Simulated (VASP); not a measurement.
# In2O3 (R-3c) in VASP: single point with LDA

Aim: the single point of In2O3 with LDA.

Everything below comes from runs of VASP 6.6.1. Logs are shortened: lines on timing, memory, paths and dates and some standing lists are left out, and cuts for length are marked.

**Experimental background.**

From “Fabrication and performance enhancement of an In2O3/BiVO4 heterojunction for N-butanol gas sensing applications”, 2024, pmc:11650617, for a powder of In2O3: band gap 3.08 eV (optical).

How close the calculation comes is told below.

## Step 1: The cell of the first run

The structure is trigonal, space group R-3c (No. 167). Conventional cell: a = 5.461 Å, b = 5.461 Å, c = 14.369 Å, α = 90.00°, β = 90.00°, γ = 120.00°. In (site symmetry 3) has 6 O at 2.11 to 2.24 Å within 2.8 Å. O (site symmetry 2) has 4 In at 2.11 to 2.24 Å and 8 O at 2.80 to 3.08 Å within 3.1 Å.

## Step 2: Single point, LDA

The input, INCAR:

```
PREC     = Accurate       # precision mode
ENCUT    = 520            # plane-wave cutoff, eV
EDIFF    = 1E-7           # SCF threshold, eV
ISMEAR   = 0              # smearing method
SIGMA    = 0.02           # smearing width, eV
LREAL    = False          # projectors in reciprocal space
LASPH    = True           # aspherical terms in the spheres
NELM     = 100            # most SCF steps
ALGO     = Normal         # electronic algorithm
ISIF     = 2              # what is computed and relaxed
LWAVE    = False          # write WAVECAR
LCHARG   = False          # write CHGCAR
NBANDS   = 55             # bands
```

The input, KPOINTS:

```
Automatic mesh
0
Gamma
  6 6 6
```

The input, POSCAR:

```
In2O3
1.0
    2.7304973793      1.5764533970      4.7897588655
   -2.7304973793      1.5764533970      4.7897588655
    0.0000000000     -3.1529067939      4.7897588655
In O
4 6
Direct
    0.3576814430      0.3576814430      0.3576814430
    0.1423185570      0.1423185570      0.1423185570
    0.6423185570      0.6423185570      0.6423185570
    0.8576814430      0.8576814430      0.8576814430
    0.5455376710      0.9544623290      0.2500000000
    0.2500000000      0.5455376710      0.9544623290
    0.9544623290      0.2500000000      0.5455376710
    0.4544623290      0.0455376710      0.7500000000
    0.7500000000      0.4544623290      0.0455376710
    0.0455376710      0.7500000000      0.4544623290
```

Potentials or basis: VASP PAW LDA potentials, release 64 (In_d, O).

Started as:

```bash
$ cat potpaw_LDA.64/In_d/POTCAR potpaw_LDA.64/O/POTCAR > POTCAR
$ mpirun -np 1 vasp_std > vasp.out
```

OUTCAR:

```text
PREC = Accurate
   ENCUT = 520
   EDIFF = 1E-7
   ISMEAR = 0
   LREAL = False
   LASPH = True
   NELM = 100
   ISIF = 2

 ion  position               nearest neighbor table
   1  0.358  0.358  0.358-  10 2.11   8 2.11   9 2.11   6 2.24   5 2.24   7 2.24   2 3.09   3 3.23
                             3 3.23   3 3.23   2 3.58   2 3.58   2 3.58   4 3.96   4 3.96   4 3.96
   2  0.142  0.142  0.142-   9 2.11   8 2.11  10 2.11   7 2.24   5 2.24   6 2.24   1 3.09   4 3.23
                             4 3.23   4 3.23   1 3.58   1 3.58   1 3.58   3 3.96   3 3.96   3 3.96
   3  0.642  0.642  0.642-   7 2.11   5 2.11   6 2.11   9 2.24   8 2.24  10 2.24   4 3.09   1 3.23
                             1 3.23   1 3.23   4 3.58   4 3.58   4 3.58   2 3.96   2 3.96   2 3.96
   4  0.858  0.858  0.858-   6 2.11   5 2.11   7 2.11  10 2.24   8 2.24   9 2.24   3 3.09   2 3.23
                             2 3.23   2 3.23   3 3.58   3 3.58   3 3.58   1 3.96   1 3.96   1 3.96
   5  0.546  0.954  0.250-   3 2.11   4 2.11   1 2.24   2 2.24
   6  0.250  0.546  0.954-   4 2.11   3 2.11   1 2.24   2 2.24
   7  0.954  0.250  0.546-   3 2.11   4 2.11   2 2.24   1 2.24
   8  0.454  0.046  0.750-   1 2.11   2 2.11   3 2.24   4 2.24
   9  0.750  0.454  0.046-   2 2.11   1 2.11   3 2.24   4 2.24
  10  0.046  0.750  0.454-   1 2.11   2 2.11   4 2.24   3 2.24

  LATTYP: Found a trigonal (rhomboedric) cell.
 ALAT       =     5.7343361639
 COS(alpha) =     0.5465313941

  Lattice vectors:

 A1 = (   2.7304973793,   1.5764533970,   4.7897588655)
 A2 = (  -2.7304973793,   1.5764533970,   4.7897588655)
 A3 = (   0.0000000000,  -3.1529067939,   4.7897588655)

Analysis of symmetry for initial positions (statically):
=====================================================================
 Subroutine PRICEL returns:
 Original cell was already a primitive cell.

 Routine SETGRP: Setting up the symmetry group for a
 trigonal (rhombohedral) supercell.

 Subroutine GETGRP returns: Found 12 space group operations
 (whereof  6 operations were pure point group operations)
 out of a pool of 12 trial point group operations.

The static configuration has the point symmetry S_6 .
 The point group associated with its full space group is D_3d.

Analysis of symmetry for dynamics (positions and initial velocities):
=====================================================================
 Subroutine PRICEL returns:
 Original cell was already a primitive cell.

 Routine SETGRP: Setting up the symmetry group for a
 trigonal (rhombohedral) supercell.

 Subroutine GETGRP returns: Found 12 space group operations
[... 131 lines left out ...]
   NELECT =      88.0000    total number of electrons
   NUPDOWN=      -1.0000    fix difference up-down
   EMIN   =  10.00;   EMAX   =-10.00  energy-range for DOS
   EFERMI =   0.00;   METHOD = LEGACY
   ISMEAR =     0;   SIGMA  =   0.02  broadening in eV -4-tet -1-fermi 0-gaus
   EFERMI_NEDOS =   21; number of points for ismear=-14 and -15
   IALGO  =     38    algorithm
   IMIX   =      4    mixing-type and parameters
     AMIX     =   0.40;   BMIX     =  1.00
     AMIX_MAG =   1.60;   BMIX_MAG =  1.00
  volume/ion in A,a.u.               =      12.37        83.48
  Fermi-wavevector in a.u.,A,eV,Ry     =   1.461414  2.761671 29.058364  2.135729
  Thomas-Fermi vector in A             =   2.577748
   LORBIT       =      0    0 simple, 1 ext, 2 COOP (PROOUT), +10 PAW based schemes
   GGA     = CA    functional components
   LHFCALC =     F    Hartree Fock is set to
   AEXX    =    0.0000 exact exchange contribution
   IVDW    =     0    specifies the selected vdW correction
   LEPSILON=     F    determine dielectric tensor
   LRPA    =     F    only Hartree local field effects (RPA)
 non-spin polarized calculation
 Gauss-broadening in eV      SIGMA  =   0.02
  energy-cutoff  :      520.00
  volume of cell :      123.71
 maximum number of plane-waves:      3350
 NGX is ok and might be reduce to    48
   NGX = 21   NGY = 21   NGZ = 21

 number of electron      87.9999994 magnetization

 Free energy of the ion-electron system (eV)
  ---------------------------------------------------
  ext. energy  EPLUGINS =         0.00000000
  ---------------------------------------------------
  free energy    TOTEN  =       -63.66160170 eV

  energy without entropy =      -63.66160170  energy(sigma->0) =      -63.66160170

 E-fermi :   5.6780     XC(G=0): -11.8598

 val. band max:        5.5509035627   @ k =   0.3333  -0.0000   0.0000
 cond. band min:       6.8667540785   @ k =   0.0000   0.0000   0.0000
 fundamental gap:      1.3158505158
 Fermi energy:         5.6780204546

 k-point     1 :       0.0000    0.0000    0.0000
  band No.  band energies     occupation
      1     -12.0123      2.00000
      2     -11.0322      2.00000
      3     -11.0322      2.00000
      4     -10.7884      2.00000
      5     -10.7884      2.00000
      6     -10.6891      2.00000
[... 1381 lines left out ...]
     54      16.0216      0.00000
     55      16.7440      0.00000

 [... further k-points ...]

------------------------ aborting loop because EDIFF is reached ----------------------------------------

  FORCE on cell =-STRESS in cart. coord.  units (eV):
  Direction    XX          YY          ZZ          XY          YZ          ZX
  --------------------------------------------------------------------------------------
  -------------------------------------------------------------------------------------
  Total        0.6809800      0.6809800      0.5421545      0.0000000      0.0000000      0.0000000
  in kB        8.8197676      8.8197676      7.0217573      0.0000000      0.0000000      0.0000000
  external PRESSURE =       8.2204308 kB  Pullay stress =       0.0000000 kB

 VOLUME and BASIS-vectors are now :
 -----------------------------------------------------------------------------
  energy-cutoff  :      520.00
  volume of cell :      123.71
      direct lattice vectors                 reciprocal lattice vectors
     2.730497379  1.576453397  4.789758865     0.183116821  0.105722546  0.069592926
    -2.730497379  1.576453397  4.789758865    -0.183116821  0.105722546  0.069592926
     0.000000000 -3.152906794  4.789758865     0.000000000 -0.211445092  0.069592926

 POSITION                                       TOTAL-FORCE (eV/Angst)
 -----------------------------------------------------------------------------------
      0.00000      0.00000      5.13962         0.000000      0.000000      0.000963
      0.00000      0.00000      2.04501         0.000000     -0.000000     -0.000963
      0.00000      0.00000      9.22965         0.000000     -0.000000     -0.000963
      0.00000      0.00000     12.32426         0.000000      0.000000      0.000963
     -1.11657      1.57645      8.38208        -0.004730      0.000000      0.000000
     -0.80696     -1.75520      8.38208         0.002365     -0.004096      0.000000
      1.92353      0.17875      8.38208         0.002365      0.004096      0.000000
      1.11657     -1.57645      5.98720         0.004730     -0.000000      0.000000
      0.80696      1.75520      5.98720        -0.002365      0.004096      0.000000
     -1.92353     -0.17875      5.98720        -0.002365     -0.004096      0.000000
 -----------------------------------------------------------------------------------
    total drift:                                0.000000     -0.000000      0.000000

  FREE ENERGIE OF THE ION-ELECTRON SYSTEM (eV)
  ---------------------------------------------------
  free  energy   TOTEN  =       -63.6616016976 eV

  energy  without entropy=      -63.6616016976  energy(sigma->0) =      -63.66160170
```

OSZICAR:

```text
N       E                     dE             d eps       ncg     rms          rms(c)
DAV:   1     0.125708427876E+04    0.12571E+04   -0.40984E+04  3617   0.232E+03
DAV:   2     0.184646528874E+03   -0.10724E+04   -0.10193E+04  3694   0.645E+02
DAV:   3    -0.531308950731E+02   -0.23778E+03   -0.23132E+03  3863   0.272E+02
DAV:   4    -0.729591872447E+02   -0.19828E+02   -0.19650E+02  4808   0.845E+01
DAV:   5    -0.733628851628E+02   -0.40370E+00   -0.40310E+00  4520   0.129E+01    0.237E+01
DAV:   6    -0.637854741977E+02    0.95774E+01   -0.35224E+01  5412   0.626E+01    0.192E+01
DAV:   7    -0.638136878886E+02   -0.28214E-01   -0.35210E+00  4124   0.112E+01    0.453E+00
DAV:   8    -0.637076175002E+02    0.10607E+00   -0.30318E-01  5432   0.347E+00    0.230E+00
DAV:   9    -0.636644091373E+02    0.43208E-01   -0.52753E-02  5537   0.294E+00    0.447E-01
DAV:  10    -0.636614283558E+02    0.29808E-02   -0.17380E-02  5208   0.131E+00    0.122E-01
DAV:  11    -0.636616347291E+02   -0.20637E-03   -0.16283E-03  4490   0.242E-01    0.714E-02
DAV:  12    -0.636616007989E+02    0.33930E-04   -0.20370E-04  5640   0.105E-01    0.278E-02
DAV:  13    -0.636616018674E+02   -0.10685E-05   -0.13068E-05  5232   0.331E-02    0.576E-03
DAV:  14    -0.636616017086E+02    0.15881E-06   -0.11101E-06  4672   0.708E-03    0.298E-03
DAV:  15    -0.636616016976E+02    0.11009E-07   -0.60324E-08  2449   0.307E-03
   1 F= -.63661602E+02 E0= -.63661602E+02  d E =-.899337E-21
```

stdout:

```text
POSCAR found type information on POSCAR InO
 POSCAR found :  2 types and      10 ions
 scaLAPACK will be used
 LDA part: xc-table for (Slater(with rela. corr.)+CA(PZ))
 , standard interpolation
 POSCAR, INCAR and KPOINTS ok, starting setup
 FFT: planning ... GRIDC
 FFT: planning ... GRID_SOFT
 FFT: planning ... GRID
 WAVECAR not read
 entering main loop
```

Wall time 9.1 min (1 thread of Intel Xeon 8259CL, shared host); peak memory 0.34 GiB.

Results:

```yaml
Free_energy: -63.6616 eV
Pressure: 0.8 GPa
Largest_force: 0.005 eV/Å
Band_gap_on_the_k_mesh: 1.32 eV (least direct gap 1.35 eV)
```

Forces in eV/Å, atoms in the order of the input:
```
In   0.000  0.000  0.001
In   0.000  0.000 -0.001
In   0.000  0.000 -0.001
In   0.000  0.000  0.001
O   -0.005  0.000  0.000
O    0.002 -0.004  0.000
O    0.002  0.004  0.000
O    0.005  0.000  0.000
O   -0.002  0.004  0.000
O   -0.002 -0.004  0.000
```

Caveat: spin-orbit coupling is left out, which moves the levels of the heavy elements.

## Step 3: How close it comes

Step 2. Measured gap of In2O3: 3.08 eV (optical; powder; “Fabrication and performance enhancement of an In2O3/BiVO4 heterojunction for N-butanol gas sensing applications”, 2024, pmc:11650617). This calculation gives 1.32 eV (-1.76 eV). So large a miss can be the level of theory's own, or it may mean another phase, state or a wrong row. Spin-orbit coupling on In is left out. The value is that of LDA on a finite k mesh, which can miss the band edges, without temperature or zero-point motion. Semilocal functionals fall short of measured gaps as a rule.
